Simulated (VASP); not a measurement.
# GaN (Fm-3m) in VASP: further runs, part 2 of 2

VASP 6.6.1. Earlier steps stand in the parts before.

## Step 3: Single point, r2SCAN

This run uses another cell than the first one, of 9.49 Å³/atom, 1.026 times its volume.

POSCAR

```
GaN
1.0
    0.0000000000      2.1172910004      2.1172910004
    2.1172910004      0.0000000000      2.1172910004
    2.1172910004      2.1172910004      0.0000000000
Ga N
1 1
Direct
    0.0000000000      0.0000000000      0.0000000000
    0.5000000000      0.5000000000      0.5000000000
```

INCAR.step1

```
SYSTEM = GaN
PREC     = Accurate       ! precision mode
ENCUT    = 520            ! plane-wave cutoff, eV
ISMEAR   = 0              ! smearing method
SIGMA    = 0.01           ! smearing width, eV
LREAL    = .False.        ! projectors in reciprocal space
LASPH    = .True.         ! aspherical terms in the spheres
NELM     = 80             ! most SCF steps
NBANDS   = 16             ! bands
GGA      = PE             ! functional
ALGO     = Normal         ! electronic algorithm
EDIFF    = 1E-4           ! SCF threshold, eV
LWAVE    = .True.         ! write WAVECAR
LCHARG   = .False.        ! write CHGCAR
```

INCAR.step2

```
SYSTEM = GaN
PREC     = Accurate       ! precision mode
ENCUT    = 520            ! plane-wave cutoff, eV
EDIFF    = 1E-6           ! SCF threshold, eV
ISMEAR   = 0              ! smearing method
SIGMA    = 0.01           ! smearing width, eV
LREAL    = .False.        ! projectors in reciprocal space
LASPH    = .True.         ! aspherical terms in the spheres
NELM     = 80             ! most SCF steps
ALGO     = Normal         ! electronic algorithm
ISIF     = 2              ! what is computed and relaxed
LWAVE    = .False.        ! write WAVECAR
LCHARG   = .False.        ! write CHGCAR
METAGGA  = R2SCAN         ! meta-GGA
LMIXTAU  = .True.       
NBANDS   = 16             ! bands
ISTART   = 1
```

KPOINTS

```
Automatic mesh
0
Gamma
  8 8 8
  0 0 0
```

Potentials or basis: VASP PAW PBE potentials, release 64 (Ga_d, N).

Started as:

```bash
cat potpaw_PBE.64/Ga_d/POTCAR potpaw_PBE.64/N/POTCAR > POTCAR
cp INCAR.step1 INCAR
mpirun -np 1 vasp_std > vasp.out
cp INCAR.step2 INCAR
mpirun -np 1 vasp_std > vasp.out
```

OUTCAR:

```text
SYSTEM = GaN
   PREC = Accurate
   ENCUT = 520
   EDIFF = 1E-6
   ISMEAR = 0
   LREAL = .False.
   LASPH = .True.
   NELM = 80
   ISIF = 2
   METAGGA = R2SCAN
   ISTART = 1

 ion  position               nearest neighbor table
   1  0.000  0.000  0.000-   2 2.12   2 2.12   2 2.12   2 2.12   2 2.12   2 2.12
   2  0.500  0.500  0.500-   1 2.12   1 2.12   1 2.12   1 2.12   1 2.12   1 2.12

  LATTYP: Found a face centered cubic cell.
 ALAT       =     4.2345820008

  Lattice vectors:

 A1 = (   0.0000000000,   2.1172910004,   2.1172910004)
 A2 = (   2.1172910004,   0.0000000000,   2.1172910004)
 A3 = (   2.1172910004,   2.1172910004,   0.0000000000)

Analysis of symmetry for initial positions (statically):
=====================================================================
 Subroutine PRICEL returns:
 Original cell was already a primitive cell.

 Routine SETGRP: Setting up the symmetry group for a
 face centered cubic supercell.

 Subroutine GETGRP returns: Found 48 space group operations
 (whereof 48 operations were pure point group operations)
 out of a pool of 48 trial point group operations.

The static configuration has the point symmetry O_h .

Analysis of symmetry for dynamics (positions and initial velocities):
=====================================================================
 Subroutine PRICEL returns:
 Original cell was already a primitive cell.

 Routine SETGRP: Setting up the symmetry group for a
 face centered cubic supercell.

 Subroutine GETGRP returns: Found 48 space group operations
 (whereof 48 operations were pure point group operations)
 out of a pool of 48 trial point group operations.

The dynamic configuration has the point symmetry O_h .

 Subroutine INISYM returns: Found 48 space group operations
 (whereof 48 operations are pure point group operations),
 and found     1 'primitive' translations

----------------------------------------------------------------------------------------

                                     Primitive cell

  volume of cell :      18.9833

  direct lattice vectors                    reciprocal lattice vectors
     0.000000000  2.117291000  2.117291000    -0.236150817  0.236150817  0.236150817
     2.117291000  0.000000000  2.117291000     0.236150817 -0.236150817  0.236150817
     2.117291000  2.117291000  0.000000000     0.236150817  0.236150817 -0.236150817

  length of vectors
     2.994301648  2.994301648  2.994301648     0.409025214  0.409025214  0.409025214

  position of ions in fractional coordinates (direct lattice)
     0.000000000  0.000000000  0.000000000
     0.500000000  0.500000000  0.500000000

  ion indices of the primitive-cell ions
   primitive index   ion index
                 1           1
                 2           2

----------------------------------------------------------------------------------------

 KPOINTS: Automatic mesh

Automatic generation of k-mesh.
 Grid dimensions read from file:
 generate k-points for:    8    8    8

 Generating k-lattice:

  Cartesian coordinates                     Fractional coordinates (reciprocal lattice)
    -0.029518852  0.029518852  0.029518852     0.125000000  0.000000000  0.000000000
     0.029518852 -0.029518852  0.029518852     0.000000000  0.125000000  0.000000000
     0.029518852  0.029518852 -0.029518852     0.000000000  0.000000000  0.125000000

  Length of vectors
     0.051128152  0.051128152  0.051128152

  Shift w.r.t. Gamma in fractional coordinates (k-lattice)
     0.000000000  0.000000000  0.000000000

 Subroutine IBZKPT returns following result:
 ===========================================

 Found     29 irreducible k-points:

 Following reciprocal coordinates:
            Coordinates               Weight
  0.000000  0.000000  0.000000      1.000000
  0.125000  0.000000  0.000000      8.000000
  0.250000  0.000000  0.000000      8.000000
  0.375000  0.000000  0.000000      8.000000
  0.500000  0.000000  0.000000      4.000000
  0.125000  0.125000  0.000000      6.000000
[... 16 lines left out ...]
  0.500000  0.250000  0.125000     48.000000
 -0.375000  0.250000  0.125000     24.000000
 [... further k-points ...]
   k-points           NKPTS =     29   k-points in BZ     NKDIM =     29   number of bands    NBANDS=     16
   number of dos      NEDOS =    301   number of ions     NIONS =      2
   total plane-waves  NPLWV =  13824
   dimension x,y,z NGX =    24 NGY =   24 NGZ =   24
   dimension x,y,z NGXF=    48 NGYF=   48 NGZF=   48
   ions per type =               1   1
   NGX,Y,Z   is equivalent  to a cutoff of  13.32, 13.32, 13.32 a.u.
   NGXF,Y,Z  is equivalent  to a cutoff of  26.65, 26.65, 26.65 a.u.
 SYSTEM =  GaN
   PREC   = accura    normal or accurate (medium, high low for compatibility)
   ISTART =      1    job   : 0-new  1-cont  2-samecut
   ICHARG =      0    charge: 1-file 2-atom 10-const
   ISPIN  =      1    spin polarized calculation?
   LNONCOLLINEAR =      F non collinear calculations
   LSORBIT =      F    spin-orbit coupling
   LASPH  =      T    aspherical Exc in radial PAW
   ENCUT  =  520.0 eV  38.22 Ry    6.18 a.u.   5.57  5.57  5.57*2*pi/ulx,y,z
   NELM   =     80;   NELMIN=  2; NELMDL=  0     # of ELM steps
   EDIFF  = 0.1E-05   stopping-criterion for ELM
   LREAL  =      F    real-space projection
   EDIFFG = 0.1E-04   stopping-criterion for IOM
   NSW    =      0    number of steps for IOM
   IBRION =     -1    ionic relax: 0-MD 1-quasi-New 2-CG
   NFREE  =      0    steps in history (QN), initial steepest desc. (CG)
   ISIF   =      2    stress and relaxation
   ISYM   =      2    0-nonsym 1-usesym 2-fastsym
   POTIM  = 0.5000    time-step for ionic-motion
   TEBEG  =    0.0;   TEEND  =   0.0 temperature during run
   PSTRESS=    0.0 pullay stress
   NELECT =      18.0000    total number of electrons
   NUPDOWN=      -1.0000    fix difference up-down
   EMIN   =  10.00;   EMAX   =-10.00  energy-range for DOS
   EFERMI =   0.00;   METHOD = LEGACY
   ISMEAR =     0;   SIGMA  =   0.01  broadening in eV -4-tet -1-fermi 0-gaus
   EFERMI_NEDOS =   21; number of points for ismear=-14 and -15
   IALGO  =     38    algorithm
   IMIX   =      4    mixing-type and parameters
     AMIX     =   0.40;   BMIX     =  1.00
     AMIX_MAG =   1.60;   BMIX_MAG =  1.00
  volume/ion in A,a.u.               =       9.49        64.05
  Fermi-wavevector in a.u.,A,eV,Ry     =   1.608330  3.039303 35.194528  2.586725
  Thomas-Fermi vector in A             =   2.704216
   LORBIT       =      0    0 simple, 1 ext, 2 COOP (PROOUT), +10 PAW based schemes
   METAGGA = R2SCAN    functional components
   LHFCALC =     F    Hartree Fock is set to
   AEXX    =    0.0000 exact exchange contribution
   IVDW    =     0    specifies the selected vdW correction
   LEPSILON=     F    determine dielectric tensor
   LRPA    =     F    only Hartree local field effects (RPA)
 non-spin polarized calculation
 Gauss-broadening in eV      SIGMA  =   0.01
  energy-cutoff  :      520.00
  volume of cell :       18.98
 maximum number of plane-waves:       531
 NGX is ok and might be reduce to    24
   NGX = 11   NGY = 11   NGZ = 11

 number of electron      18.0000010 magnetization

 Free energy of the ion-electron system (eV)
  ---------------------------------------------------
  ext. energy  EPLUGINS =         0.00000000
  ---------------------------------------------------
  free energy    TOTEN  =       -20.97482863 eV

  energy without entropy =      -20.97482863  energy(sigma->0) =      -20.97482863

 E-fermi :   7.7261     XC(G=0): -14.1386

 val. band max:        7.5724157241   @ k =  -0.2500   0.1250   0.0000
 cond. band min:       8.6564912258   @ k =   0.5000   0.5000   0.0000
 fundamental gap:      1.0840755017
 Fermi energy:         7.7260618690

 k-point     1 :       0.0000    0.0000    0.0000
  band No.  band energies     occupation
      1     -10.4180      2.00000
      2      -6.8019      2.00000
      3      -6.8019      2.00000
      4      -6.8019      2.00000
      5      -6.7348      2.00000
      6      -6.7348      2.00000
[... 8 lines left out ...]
     15      24.4217      0.00000
     16      24.4217      0.00000
[... 419 lines left out ...]
 k-point    24 :      -0.3750    0.2500    0.1250
  band No.  band energies     occupation
      1      -8.1547      2.00000
      2      -6.9241      2.00000
      3      -6.8472      2.00000
      4      -6.7550      2.00000
      5      -6.5814      2.00000
      6      -5.4497      2.00000
[... 8 lines left out ...]
     15      27.4825      0.00000
     16      32.2953      0.00000

 [... further k-points ...]
[... 5 lines left out ...]
  --------------------------------------------------------------------------------------
  -------------------------------------------------------------------------------------
  Total       -0.2061967     -0.2061967     -0.2061967     -0.0000000      0.0000000      0.0000000
  in kB      -17.4028607    -17.4028607    -17.4028607     -0.0000000      0.0000000      0.0000000
  external PRESSURE =     -17.4028607 kB  Pullay stress =       0.0000000 kB

 VOLUME and BASIS-vectors are now :
 -----------------------------------------------------------------------------
  energy-cutoff  :      520.00
  volume of cell :       18.98
      direct lattice vectors                 reciprocal lattice vectors
     0.000000000  2.117291000  2.117291000    -0.236150817  0.236150817  0.236150817
     2.117291000  0.000000000  2.117291000     0.236150817 -0.236150817  0.236150817
     2.117291000  2.117291000  0.000000000     0.236150817  0.236150817 -0.236150817

 POSITION                                       TOTAL-FORCE (eV/Angst)
 -----------------------------------------------------------------------------------
      0.00000      0.00000      0.00000         0.000000      0.000000      0.000000
      2.11729      2.11729      2.11729         0.000000     -0.000000      0.000000
 -----------------------------------------------------------------------------------
    total drift:                                0.000000     -0.000000     -0.000000

  FREE ENERGIE OF THE ION-ELECTRON SYSTEM (eV)
  ---------------------------------------------------
  free  energy   TOTEN  =       -20.9748286266 eV

  energy  without entropy=      -20.9748286266  energy(sigma->0) =      -20.97482863
```

Run time: 15 s. Hardware: 1 thread of Intel Xeon 6975P-C (Granite Rapids), shared host; peak memory 0.14 GiB.

Results:

| Quantity | Value |
| --- | --- |
| Free energy | -20.9748 eV |
| Pressure | -1.7 GPa |
| Band gap on the k mesh | 1.08 eV, indirect (least direct gap 3.24 eV) |

Levels at points of the mesh, in eV from the valence-band top:
```
           k point  band 5  band 6  band 7  band 8  band 9  band 10  band 11  band 12  band 13  band 14
(0.00, 0.00, 0.00)  -14.31  -14.31   -0.50   -0.50   -0.50     2.74    15.44    15.44    15.44    16.85
(0.50, 0.00, 0.00)  -14.16  -14.16   -8.30   -0.16   -0.16     5.36     9.79     9.79    10.26    17.45
(0.50, 0.50, 0.00)  -14.10  -11.55   -7.16   -3.08   -3.08     1.08     8.51    13.01    15.60    15.60
```

Caveat: the PAW data sets were made with another functional, which shifts forces and pressure a little. A k mesh can miss the band edges.

## Step 4: Single point, r2SCAN

This run uses another cell than the first one, of 9.98 Å³/atom, 1.079 times its volume.

POSCAR

```
GaN
1.0
    0.0000000000      2.1528823705      2.1528823705
    2.1528823705      0.0000000000      2.1528823705
    2.1528823705      2.1528823705      0.0000000000
Ga N
1 1
Direct
    0.0000000000      0.0000000000      0.0000000000
    0.5000000000      0.5000000000      0.5000000000
```

INCAR.step1

```
PREC = Accurate
ENCUT = 520
ISMEAR = 0
SIGMA = 0.01
LREAL = False
LASPH = True
NELM = 60
NBANDS = 16
GGA = PE
ALGO = Normal
EDIFF = 1E-4
LWAVE = True
LCHARG = False
```

INCAR.step2

```
PREC = Accurate
ENCUT = 520
EDIFF = 1E-6
ISMEAR = 0
SIGMA = 0.01
LREAL = False
LASPH = True
NELM = 60
ALGO = Normal
ISIF = 2
LWAVE = False
LCHARG = False
METAGGA = R2SCAN
LMIXTAU = True
NBANDS = 16
ISTART = 1
```

KPOINTS

```
Automatic mesh
0
Gamma
  8 8 8
```

Potentials or basis: VASP PAW PBE potentials, release 64 (Ga_d, N).

Started as:

```bash
cat potpaw_PBE.64/Ga_d/POTCAR potpaw_PBE.64/N/POTCAR > POTCAR
cp INCAR.step1 INCAR
mpirun -np 1 vasp_std > vasp.out
cp INCAR.step2 INCAR
mpirun -np 1 vasp_std > vasp.out
```

OUTCAR:

```text
PREC = Accurate
   ENCUT = 520
   EDIFF = 1E-6
   ISMEAR = 0
   LREAL = False
   LASPH = True
   NELM = 60
   ISIF = 2
   METAGGA = R2SCAN
   ISTART = 1

 ion  position               nearest neighbor table
   1  0.000  0.000  0.000-   2 2.15   2 2.15   2 2.15   2 2.15   2 2.15   2 2.15
   2  0.500  0.500  0.500-   1 2.15   1 2.15   1 2.15   1 2.15   1 2.15   1 2.15

  LATTYP: Found a face centered cubic cell.
 ALAT       =     4.3057647410

  Lattice vectors:

 A1 = (   0.0000000000,   2.1528823705,   2.1528823705)
 A2 = (   2.1528823705,   0.0000000000,   2.1528823705)
[... 626 lines left out ...]
      5      -7.2548      2.00000
      6      -6.0513      2.00000
[... 8 lines left out ...]
     15      26.3050      0.00000
     16      31.0357      0.00000

 [... further k-points ...]
[... 5 lines left out ...]
  --------------------------------------------------------------------------------------
  -------------------------------------------------------------------------------------
  Total       -1.5500185     -1.5500185     -1.5500185      0.0000000     -0.0000000      0.0000000
  in kB     -124.4390141   -124.4390141   -124.4390141      0.0000000     -0.0000000      0.0000000
  external PRESSURE =    -124.4390141 kB  Pullay stress =       0.0000000 kB

 VOLUME and BASIS-vectors are now :
 -----------------------------------------------------------------------------
  energy-cutoff  :      520.00
  volume of cell :       19.96
      direct lattice vectors                 reciprocal lattice vectors
     0.000000000  2.152882370  2.152882370    -0.232246781  0.232246781  0.232246781
     2.152882370  0.000000000  2.152882370     0.232246781 -0.232246781  0.232246781
     2.152882370  2.152882370  0.000000000     0.232246781  0.232246781 -0.232246781

 POSITION                                       TOTAL-FORCE (eV/Angst)
 -----------------------------------------------------------------------------------
      0.00000      0.00000      0.00000        -0.000000      0.000000     -0.000000
      2.15288      2.15288      2.15288         0.000000     -0.000000      0.000000
 -----------------------------------------------------------------------------------
    total drift:                                0.000000     -0.000000     -0.000000

  FREE ENERGIE OF THE ION-ELECTRON SYSTEM (eV)
  ---------------------------------------------------
  free  energy   TOTEN  =       -20.9306255141 eV

  energy  without entropy=      -20.9306255141  energy(sigma->0) =      -20.93062551
```

OUTCAR.step1:

```text
PREC = Accurate
   ENCUT = 520
   ISMEAR = 0
   LREAL = False
   LASPH = True
[... 677 lines left out ...]
      0.00000      0.00000      0.00000        -0.000000      0.000000     -0.000000
      2.15288      2.15288      2.15288         0.000000     -0.000000      0.000000
 -----------------------------------------------------------------------------------
    total drift:                                0.000000     -0.000000     -0.000000

  FREE ENERGIE OF THE ION-ELECTRON SYSTEM (eV)
  ---------------------------------------------------
  free  energy   TOTEN  =       -11.1987850369 eV

  energy  without entropy=      -11.1987850369  energy(sigma->0) =      -11.19878504
```

OSZICAR.step1:

```text
N       E                     dE             d eps       ncg     rms          rms(c)
DAV:   1     0.691934603771E+02    0.69193E+02   -0.94196E+03  1104   0.210E+03
DAV:   2    -0.893235718414E+01   -0.78126E+02   -0.72830E+02  1104   0.305E+02
DAV:   3    -0.129269475981E+02   -0.39946E+01   -0.39812E+01  1008   0.605E+01
DAV:   4    -0.129643462229E+02   -0.37399E-01   -0.37394E-01  1208   0.605E+00
DAV:   5    -0.129647239076E+02   -0.37768E-03   -0.37768E-03  1056   0.556E-01    0.719E+00
DAV:   6    -0.112245907308E+02    0.17401E+01   -0.45084E+00  1336   0.380E+01    0.239E+00
DAV:   7    -0.112141556615E+02    0.10435E-01   -0.21301E-01  1088   0.535E+00    0.156E+00
DAV:   8    -0.112010095388E+02    0.13146E-01   -0.41117E-02  1048   0.210E+00    0.611E-01
DAV:   9    -0.111986952422E+02    0.23143E-02   -0.69147E-03  1136   0.163E+00    0.137E-01
DAV:  10    -0.111987850369E+02   -0.89795E-04   -0.60098E-04  1024   0.260E-01
   1 F= -.11198785E+02 E0= -.11198785E+02  d E =-.353022E-38
```

Run time: 14 s. Hardware: 1 thread of Intel Xeon 6975P-C (Granite Rapids), shared host; peak memory 0.14 GiB.

Results:

* Free energy: -20.9306 eV
* Pressure: -12.4 GPa
* Band gap on the k mesh: 0.75 eV, indirect (least direct gap 2.60 eV)

Caveat: the PAW data sets were made with another functional, which shifts forces and pressure a little. r2SCAN opens gaps a little over a GGA but as a rule still falls short of measured ones.

## Step 5: The runs side by side

| cell | gap on the mesh (eV) | pressure (GPa) |
| --- | --- | --- |
| a = 2.968 Å, angles 60.0°, 2 atoms | 1.26 | 4.8 |
| a = 2.994 Å, angles 60.0°, 2 atoms | 1.08 | -1.7 |
| a = 3.045 Å, angles 60.0°, 2 atoms | 0.75 | -12.4 |

Alike in all rows: task single point; level r2SCAN; potentials or basis VASP PAW PBE potentials, release 64 (Ga_d, N); no spin polarisation; k mesh 8 × 8 × 8; cutoff (eV) 520; smearing gaussian 0.01 eV.

Caveats: the PAW data sets were made with another functional, which shifts forces and pressure a little.

Total energies depend on the potentials used, so only differences within one code and one set of settings carry meaning.
